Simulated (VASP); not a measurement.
# AlN in VASP: further runs, part 2 of 2

VASP 6.6.1. Earlier steps stand in the parts before.

## 3. Single point, PBE

This run uses another cell than the first one: it holds 8 atoms, not 2.

INCAR

```
  PREC = Accurate
  ENCUT = 520
  EDIFF = 1E-6
  ISMEAR = 0
  SIGMA = 0.1
  LREAL = F
  LASPH = T
  NELM = 80
  ALGO = Normal
  ISIF = 2
  LWAVE = F
  LCHARG = F
  GGA = PE
  NBANDS = 26
```

KPOINTS

```
regular mesh
0
Gamma
  4 4 4
```

POSCAR

```
AlN
1.0
    0.0000000000      2.0352648426      2.0352648426
    4.0705296852      2.0352648426     -2.0352648426
   -4.0705296852      2.0352648426     -2.0352648426
Al N
4 4
Direct
    0.0000000000      0.0000000000      0.0000000000
    0.5000000000      0.5000000000      1.0000000000
    0.5000000000      0.0000000000      0.5000000000
    0.0000000000      0.5000000000      0.5000000000
    0.0000000000      0.2500000000      0.7500000000
    0.5000000000      0.7500000000      0.7500000000
    0.5000000000      0.2500000000      0.2500000000
    0.0000000000      0.7500000000      0.2500000000
```

Potentials or basis: VASP PAW PBE potentials, release 64 (Al, N).

On the command line:

```bash
cat potpaw_PBE.64/Al/POTCAR potpaw_PBE.64/N/POTCAR > POTCAR
mpirun -np 1 vasp_std > vasp.out
```

OUTCAR:

```text
PREC = Accurate
   ENCUT = 520
   EDIFF = 1E-6
   ISMEAR = 0
   LREAL = F
   LASPH = T
   NELM = 80
   ISIF = 2
   GGA = PE

 ion  position               nearest neighbor table
   1  0.000  0.000  0.000-   5 2.04   6 2.04   7 2.04   8 2.04   6 2.04   7 2.04   2 2.88   3 2.88
                             2 2.88   4 2.88   2 2.88   3 2.88   3 2.88   4 2.88   3 2.88   2 2.88
   2  0.500  0.500  0.000-   5 2.04   6 2.04   7 2.04   8 2.04   5 2.04   8 2.04   1 2.88   4 2.88
                             1 2.88   3 2.88   1 2.88   4 2.88   3 2.88   4 2.88   4 2.88   1 2.88
   3  0.500  0.000  0.500-   5 2.04   6 2.04   7 2.04   8 2.04   5 2.04   8 2.04   1 2.88   1 2.88
                             4 2.88   2 2.88   1 2.88   4 2.88   2 2.88   4 2.88   1 2.88   4 2.88
   4  0.000  0.500  0.500-   5 2.04   6 2.04   7 2.04   8 2.04   6 2.04   7 2.04   1 2.88   2 2.88
[... 834 lines left out ...]
 VOLUME and BASIS-vectors are now :
 -----------------------------------------------------------------------------
  energy-cutoff  :      520.00
  volume of cell :       67.45
      direct lattice vectors                 reciprocal lattice vectors
     0.000000000  2.035264843  2.035264843     0.000000000  0.245668274  0.245668274
     4.070529685  2.035264843 -2.035264843     0.122834137  0.122834137 -0.122834137
    -4.070529685  2.035264843 -2.035264843    -0.122834137  0.122834137 -0.122834137

 POSITION                                       TOTAL-FORCE (eV/Angst)
 -----------------------------------------------------------------------------------
      0.00000      0.00000      0.00000        -0.000000      0.000000      0.000000
      2.03526      2.03526      0.00000         0.000000      0.000000      0.000000
     -2.03526      2.03526      0.00000         0.000000      0.000000      0.000000
      0.00000      2.03526     -2.03526         0.000000     -0.000000     -0.000000
     -2.03526      2.03526     -2.03526        -0.000000     -0.000000      0.000000
      0.00000      4.07053     -2.03526        -0.000000     -0.000000     -0.000000
      0.00000      2.03526      0.00000         0.000000      0.000000      0.000000
      2.03526      2.03526     -2.03526        -0.000000     -0.000000      0.000000
 -----------------------------------------------------------------------------------
    total drift:                                0.000000     -0.000000      0.000000

  FREE ENERGIE OF THE ION-ELECTRON SYSTEM (eV)
  ---------------------------------------------------
  free  energy   TOTEN  =       -58.1276070703 eV

  energy  without entropy=      -58.1276070703  energy(sigma->0) =      -58.12760707
```

OSZICAR:

```text
N       E                     dE             d eps       ncg     rms          rms(c)
DAV:   1     0.102316424666E+03    0.10232E+03   -0.14817E+04  1108   0.111E+03
DAV:   2    -0.577122398786E+02   -0.16003E+03   -0.14876E+03  1446   0.234E+02
DAV:   3    -0.650170587618E+02   -0.73048E+01   -0.72642E+01  1458   0.501E+01
DAV:   4    -0.650715133481E+02   -0.54455E-01   -0.54410E-01  1338   0.483E+00
DAV:   5    -0.650722112110E+02   -0.69786E-03   -0.69757E-03  1442   0.539E-01    0.151E+01
DAV:   6    -0.581473380874E+02    0.69249E+01   -0.20082E+01  1408   0.245E+01    0.517E+00
DAV:   7    -0.581538416866E+02   -0.65036E-02   -0.14555E+00  1282   0.634E+00    0.370E+00
DAV:   8    -0.581357805669E+02    0.18061E-01   -0.11634E-01  1240   0.227E+00    0.644E-01
DAV:   9    -0.581273322551E+02    0.84483E-02   -0.26819E-02  1430   0.902E-01    0.301E-01
DAV:  10    -0.581278443829E+02   -0.51213E-03   -0.41448E-03  1290   0.341E-01    0.203E-01
DAV:  11    -0.581276079596E+02    0.23642E-03   -0.74681E-04  1334   0.147E-01    0.384E-02
DAV:  12    -0.581276078707E+02    0.88919E-07   -0.18595E-05  1320   0.292E-02    0.845E-03
DAV:  13    -0.581276070703E+02    0.80035E-06   -0.68626E-06  1362   0.138E-02
   1 F= -.58127607E+02 E0= -.58127607E+02  d E =-.152450E-13
```

stdout:

```text
POSCAR found type information on POSCAR AlN
 POSCAR found :  2 types and       8 ions
 scaLAPACK will be used
 LDA part: xc-table for (Slater+PW92), standard interpolation
 POSCAR, INCAR and KPOINTS ok, starting setup
 FFT: planning ... GRIDC
 FFT: planning ... GRID_SOFT
 FFT: planning ... GRID
 WAVECAR not read
 entering main loop
```

Wall time 28 s (1 thread of Intel Xeon Platinum 8488C (Sapphire Rapids), shared host); peak memory 0.19 GiB.

The run converged, but its numbers aren't listed here, since they failed a check.

Caveat: the k points lie up to 0.55 Å⁻¹ apart; the result breaks the symmetry of the cell.

## 4. Single point, PBE

This run uses another cell than the first one: it holds 8 atoms, not 2.

INCAR

```
PREC = Accurate
ENCUT = 520
EDIFF = 1E-6
ISMEAR = 0
SIGMA = 0.1
LREAL = F
LASPH = T
NELM = 100
ALGO = Normal
ISIF = 2
LWAVE = F
LCHARG = F
GGA = PE
NBANDS = 26
```

KPOINTS is that of step 3.

POSCAR

```
AlN
1.0
   -0.0001504992      2.0373045011      2.0377554272
    4.0655065672      2.0350115160     -2.0358608799
   -4.0654268242      2.0352986213     -2.0353853066
Al N
4 4
Direct
    0.0000064244      0.0000004164     -0.0000088121
    0.5000073316      0.4999949779      1.0000030806
    0.5000101331     -0.0000090330      0.4999955908
   -0.0000149018      0.4999928915      0.5000005735
   -0.0000032155      0.2500045618      0.7500015724
    0.4999856213      0.7500011033      0.7499986474
    0.5000088383      0.2500094744      0.2500080106
   -0.0000002315      0.7500056075      0.2500013368
```

Potentials or basis: VASP PAW PBE potentials, release 64 (Al, N).

On the command line:

```bash
cat potpaw_PBE.64/Al/POTCAR potpaw_PBE.64/N/POTCAR > POTCAR
mpirun -np 1 vasp_std > vasp.out
```

OUTCAR:

```text
PREC = Accurate
   ENCUT = 520
   EDIFF = 1E-6
   ISMEAR = 0
   LREAL = F
   LASPH = T
   NELM = 100
   ISIF = 2
   GGA = PE

 ion  position               nearest neighbor table
   1  0.000  0.000  1.000-   5 2.03   8 2.03   6 2.04   7 2.04   6 2.04   7 2.04   2 2.88   2 2.88
                             3 2.88   3 2.88   3 2.88   3 2.88   2 2.88   2 2.88   4 2.88   4 2.88
   2  0.500  0.500  0.000-   7 2.03   6 2.03   8 2.04   5 2.04   5 2.04   8 2.04   1 2.88   1 2.88
                             4 2.88   4 2.88   4 2.88   4 2.88   1 2.88   1 2.88   3 2.88   3 2.88
   3  0.500  1.000  0.500-   6 2.03   7 2.03   8 2.04   5 2.04   8 2.04   5 2.04   4 2.88   4 2.88
                             1 2.88   1 2.88   1 2.88   1 2.88   4 2.88   4 2.88   2 2.88   2 2.88
   4  1.000  0.500  0.500-   5 2.03   8 2.03   7 2.04   6 2.04   7 2.04   6 2.04   3 2.88   3 2.88
[... 922 lines left out ...]
 VOLUME and BASIS-vectors are now :
 -----------------------------------------------------------------------------
  energy-cutoff  :      520.00
  volume of cell :       67.44
      direct lattice vectors                 reciprocal lattice vectors
    -0.000150499  2.037304501  2.037755427     0.000023017  0.245423381  0.245366955
     4.065506567  2.035011516 -2.035860880     0.122984265  0.122843570 -0.122807303
    -4.065426824  2.035298621 -2.035385307    -0.122989956  0.122836894 -0.122818795

 POSITION                                       TOTAL-FORCE (eV/Angst)
 -----------------------------------------------------------------------------------
     -4.06539      2.03529     -2.03536        -0.000561      0.000086     -0.000272
      2.03265      2.03617      0.00097         0.000543      0.000044     -0.000404
      2.03270      4.07131     -2.03463         0.000343     -0.000072     -0.000384
     -0.00014      4.07242      0.00212         0.000283      0.000495      0.000042
     -2.03283      4.07254      0.00223        -0.000419     -0.000002      0.000242
     -0.00001      4.07136     -2.03459        -0.000106      0.000389      0.000117
     -0.00005      2.03628      0.00105        -0.000010     -0.000797      0.000412
      2.03264      4.07240      0.00200        -0.000071     -0.000144      0.000248
 -----------------------------------------------------------------------------------
    total drift:                                0.000007     -0.000007     -0.000004

  FREE ENERGIE OF THE ION-ELECTRON SYSTEM (eV)
  ---------------------------------------------------
  free  energy   TOTEN  =       -58.1278421396 eV

  energy  without entropy=      -58.1278421396  energy(sigma->0) =      -58.12784214
```

stdout:

```text
POSCAR found type information on POSCAR AlN
 POSCAR found :  2 types and       8 ions
 scaLAPACK will be used
 LDA part: xc-table for (Slater+PW92), standard interpolation
 POSCAR, INCAR and KPOINTS ok, starting setup
 FFT: planning ... GRIDC
 FFT: planning ... GRID_SOFT
 FFT: planning ... GRID
 WAVECAR not read
 entering main loop
```

Wall time 45 s (1 thread of Intel Xeon Platinum 8488C (Sapphire Rapids), shared host); peak memory 0.2 GiB.

What came out:

```
Free energy            : -58.1278 eV
Pressure               : -0.2 GPa
Band gap on the k mesh : 4.38 eV
```

Caveat: the k points lie up to 0.55 Å⁻¹ apart. A k mesh can miss the band edges.
